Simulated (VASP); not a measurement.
# Pt (P6_3/mmc) in VASP: notebook

Aim: see how the results for Pt move with the level of theory and the settings. Levels: LDA, PBEsol+D3(BJ). Tasks: single point.

Everything below comes from runs of VASP 6.6.1. Logs are shortened: lines on timing, memory, paths and dates and some standing lists are left out, and cuts for length are marked.

### Step 1. The cell of the first run

The structure is hexagonal, space group P6_3/mmc (No. 194). Conventional cell: a = 2.719 Å, b = 2.719 Å, c = 4.643 Å, α = 90.00°, β = 90.00°, γ = 120.00°. Within 3.6 Å of Pt (site symmetry -6m2) lie 12 Pt at 2.72 to 2.80 Å.

This isn't the form of Pt at room conditions, which is fcc.

### Step 2. Single point, LDA

INCAR reads:

```
SYSTEM = Pt
ALGO = Normal
EDIFF = 1E-6
ENCUT = 520
ISIF = 2
ISMEAR = -1
LASPH = .TRUE.
LCHARG = .FALSE.
LREAL = .FALSE.
LWAVE = .FALSE.
NBANDS = 17
NELM = 80
PREC = Accurate
SIGMA = 0.1
```

KPOINTS reads:

```
k-points
0
G
  11 11 6
  0 0 0
```

POSCAR reads:

```
Pt
1.0
    2.7193953507      0.0000000000      0.0000000000
   -1.3596976753      2.3550654566      0.0000000000
    0.0000000000      0.0000000000      4.6434050993
Pt
2
Direct
    0.6666666667      0.3333333333      0.7500000000
    0.3333333333      0.6666666667      0.2500000000
```

Potentials or basis: VASP PAW LDA potentials, release 64 (Pt).

The run is started by

```console
$ cat potpaw_LDA.64/Pt/POTCAR > POTCAR
$ mpirun -np 1 vasp_std > vasp.out
```

OUTCAR:

```text
SYSTEM = Pt
   EDIFF = 1E-6
   ENCUT = 520
   ISIF = 2
   ISMEAR = -1
   LASPH = .TRUE.
   LREAL = .FALSE.
   NELM = 80
   PREC = Accurate

 ion  position               nearest neighbor table
   1  0.667  0.333  0.750-   2 2.80   2 2.80   2 2.80   2 2.80   2 2.80   2 2.80
   2  0.333  0.667  0.250-   1 2.80   1 2.80   1 2.80   1 2.80   1 2.80   1 2.80

  LATTYP: Found a hexagonal cell.
 ALAT       =     2.7193953507
 C/A-ratio  =     1.7075138038

  Lattice vectors:

 A1 = (   2.7193953507,   0.0000000000,   0.0000000000)
 A2 = (  -1.3596976753,   2.3550654566,   0.0000000000)
 A3 = (   0.0000000000,   0.0000000000,   4.6434050993)

Analysis of symmetry for initial positions (statically):
=====================================================================
 Subroutine PRICEL returns:
 Original cell was already a primitive cell.

 Routine SETGRP: Setting up the symmetry group for a
 hexagonal supercell.

 Subroutine GETGRP returns: Found 24 space group operations
 (whereof 12 operations were pure point group operations)
 out of a pool of 24 trial point group operations.

The static configuration has the point symmetry D_3d.
 The point group associated with its full space group is D_6h.

Analysis of symmetry for dynamics (positions and initial velocities):
=====================================================================
 Subroutine PRICEL returns:
 Original cell was already a primitive cell.

 Routine SETGRP: Setting up the symmetry group for a
 hexagonal supercell.

 Subroutine GETGRP returns: Found 24 space group operations
 (whereof 12 operations were pure point group operations)
 out of a pool of 24 trial point group operations.

The dynamic configuration has the point symmetry D_3d.
 The point group associated with its full space group is D_6h.

 Subroutine INISYM returns: Found 24 space group operations
 (whereof 12 operations are pure point group operations),
 and found     1 'primitive' translations

----------------------------------------------------------------------------------------

                                     Primitive cell

  volume of cell :      29.7380

  direct lattice vectors                    reciprocal lattice vectors
     2.719395351  0.000000000  0.000000000     0.367728804  0.212308324  0.000000000
    -1.359697675  2.355065457  0.000000000     0.000000000  0.424616648  0.000000000
     0.000000000  0.000000000  4.643405099     0.000000000  0.000000000  0.215359198

  length of vectors
     2.719395351  2.719395351  4.643405099     0.424616648  0.424616648  0.215359198

  position of ions in fractional coordinates (direct lattice)
[... 75 lines left out ...]
   LSORBIT =      F    spin-orbit coupling
   LASPH  =      T    aspherical Exc in radial PAW
   ENCUT  =  520.0 eV  38.22 Ry    6.18 a.u.   5.06  5.06  8.63*2*pi/ulx,y,z
   NELM   =     80;   NELMIN=  2; NELMDL= -5     # of ELM steps
   EDIFF  = 0.1E-05   stopping-criterion for ELM
   LREAL  =      F    real-space projection
   EDIFFG = 0.1E-04   stopping-criterion for IOM
   NSW    =      0    number of steps for IOM
   IBRION =     -1    ionic relax: 0-MD 1-quasi-New 2-CG
   NFREE  =      0    steps in history (QN), initial steepest desc. (CG)
   ISIF   =      2    stress and relaxation
   ISYM   =      2    0-nonsym 1-usesym 2-fastsym
   POTIM  = 0.5000    time-step for ionic-motion
   TEBEG  =    0.0;   TEEND  =   0.0 temperature during run
   PSTRESS=    0.0 pullay stress
   NELECT =      20.0000    total number of electrons
   NUPDOWN=      -1.0000    fix difference up-down
   EMIN   =  10.00;   EMAX   =-10.00  energy-range for DOS
   EFERMI =   0.00;   METHOD = LEGACY
   ISMEAR =    -1;   SIGMA  =   0.10  broadening in eV -4-tet -1-fermi 0-gaus
   EFERMI_NEDOS =   21; number of points for ismear=-14 and -15
   IALGO  =     38    algorithm
   IMIX   =      4    mixing-type and parameters
     AMIX     =   0.40;   BMIX     =  1.00
     AMIX_MAG =   1.60;   BMIX_MAG =  1.00
  volume/ion in A,a.u.               =      14.87       100.34
  Fermi-wavevector in a.u.,A,eV,Ry     =   1.434325  2.710481 27.991100  2.057288
  Thomas-Fermi vector in A             =   2.553746
   LORBIT       =      0    0 simple, 1 ext, 2 COOP (PROOUT), +10 PAW based schemes
   GGA     = CA    functional components
   LHFCALC =     F    Hartree Fock is set to
   AEXX    =    0.0000 exact exchange contribution
   IVDW    =     0    specifies the selected vdW correction
   LEPSILON=     F    determine dielectric tensor
   LRPA    =     F    only Hartree local field effects (RPA)
 non-spin polarized calculation
  energy-cutoff  :      520.00
  volume of cell :       29.74
 maximum number of plane-waves:       821
   NGX = 11   NGY = 11   NGZ = 17

 number of electron      20.0000000 magnetization

 Free energy of the ion-electron system (eV)
  ---------------------------------------------------
  ext. energy  EPLUGINS =         0.00000000
  ---------------------------------------------------
  free energy    TOTEN  =       -14.93242123 eV

  energy without entropy =      -14.81474063  energy(sigma->0) =      -14.87358093

 E-fermi :  11.4030     XC(G=0): -13.7666

 val. band max:       11.3965035568   @ k =   0.2727   0.2727   0.5000
 cond. band min:      11.4060165911   @ k =   0.2727   0.0909   0.1667
 fundamental gap:      0.0095130343
 Fermi energy:        11.4029757612

 k-point     1 :       0.0000    0.0000    0.0000
  band No.  band energies     occupation
      1       1.0097      2.00000
      2       3.7594      2.00000
      3       7.1437      2.00000
      4       7.6248      2.00000
      5       7.6248      2.00000
      6       8.0611      2.00000
[... 457 lines left out ...]
      4       6.6020      2.00000
      5       7.2757      2.00000
      6       7.8844      2.00000
[... 9 lines left out ...]
     16      28.0545      0.00000
     17      29.0604      0.00000

 [... further k-points ...]
[... 5 lines left out ...]
  --------------------------------------------------------------------------------------
  -------------------------------------------------------------------------------------
  Total        0.1662621      0.1662621      0.0964863      0.0000000      0.0000000      0.0000000
  in kB        8.9576030      8.9576030      5.1983377      0.0000000      0.0000000      0.0000000
  external PRESSURE =       7.7045146 kB  Pullay stress =       0.0000000 kB

 VOLUME and BASIS-vectors are now :
 -----------------------------------------------------------------------------
  energy-cutoff  :      520.00
  volume of cell :       29.74
      direct lattice vectors                 reciprocal lattice vectors
     2.719395351  0.000000000  0.000000000     0.367728804  0.212308324  0.000000000
    -1.359697675  2.355065457  0.000000000     0.000000000  0.424616648  0.000000000
     0.000000000  0.000000000  4.643405099     0.000000000  0.000000000  0.215359198

 POSITION                                       TOTAL-FORCE (eV/Angst)
 -----------------------------------------------------------------------------------
      1.35970      0.78502      3.48255         0.000000     -0.000000      0.000000
     -0.00000      1.57004      1.16085        -0.000000      0.000000      0.000000
 -----------------------------------------------------------------------------------
    total drift:                               -0.000000      0.000000     -0.000000

  FREE ENERGIE OF THE ION-ELECTRON SYSTEM (eV)
  ---------------------------------------------------
  free  energy   TOTEN  =       -14.9324212251 eV

  energy  without entropy=      -14.8147406339  energy(sigma->0) =      -14.87358093
```

Run time: 20 s. Hardware: 1 thread of AMD EPYC 7R13, shared host; peak memory 0.12 GiB.

What came out:

| Property | Result |
| --- | --- |
| Free energy | -14.9324 eV |
| Pressure | 0.8 GPa |
| Band gap on the k mesh | zero (bands 10 and 11 overlap by 1.30 eV) |

Stress tensor (GPa, compression positive):
```
0.90 0.00 0.00
0.00 0.90 0.00
0.00 0.00 0.52
```

Caveat: spin-orbit coupling is left out, which moves the levels of the heavy elements.

### Step 3. Single point, PBEsol+D3(BJ)

This run uses another cell than the first one, of 14.73 Å³/atom.

INCAR reads:

```
PREC     = Accurate       # precision mode
ENCUT    = 520            # plane-wave cutoff, eV
EDIFF    = 1E-7           # SCF threshold, eV
ISMEAR   = -1             # smearing method
SIGMA    = 0.1            # smearing width, eV
LREAL    = F              # projectors in reciprocal space
LASPH    = T              # aspherical terms in the spheres
NELM     = 60             # most SCF steps
ALGO     = Normal         # electronic algorithm
ISIF     = 2              # what is computed and relaxed
LWAVE    = F              # write WAVECAR
LCHARG   = F              # write CHGCAR
GGA      = PS             # functional
IVDW     = 12             # dispersion correction
NBANDS   = 17             # bands
```

KPOINTS reads:

```
Automatic mesh
0
Gamma
  11 11 6
```

POSCAR reads:

```
Pt
1.0
    2.7140328173      0.0000000000      0.0000000000
   -1.3570164087      2.3504213665      0.0000000000
    0.0000000000      0.0000000000      4.6185485918
Pt
2
Direct
    0.6666666667      0.3333333333      0.7500000000
    0.3333333333      0.6666666667      0.2500000000
```

Potentials or basis: VASP PAW PBE potentials, release 64 (Pt).

The run is started by

```console
$ cat potpaw_PBE.64/Pt/POTCAR > POTCAR
$ mpirun -np 1 vasp_std > vasp.out
```

Run time: 30 s. Hardware: 1 thread of AMD EPYC 7R13, shared host; peak memory 0.14 GiB.

The run converged. Its results:

```yaml
Free_energy: -15.3670 eV
Pressure: -0.4 GPa
Band_gap_on_the_k_mesh: zero (bands 10 and 11 overlap by 1.32 eV)
Dispersion_energy_per_atom: -0.767 eV
```

Stress tensor (GPa, compression positive):
```
-0.33  0.00  0.00
 0.00 -0.33  0.00
 0.00  0.00 -0.45
```

Levels at points of the mesh, in eV from the Fermi level:
```csv
k point,band 6,band 7,band 8,band 9,band 10,band 11,band 12,band 13,band 14,band 15
"(0.00, 0.00, 0.00)",-3.37,-3.37,-2.18,-2.18,-0.97,-0.27,-0.27,5.36,14.86,15.93
"(0.00, 0.00, 0.50)",-3.84,-3.84,-3.84,-0.92,-0.92,-0.92,-0.92,12.74,12.74,15.46
```

Caveat: the PAW data sets were made with another functional, which shifts forces and pressure a little; spin-orbit coupling is left out, which moves the levels of the heavy elements.
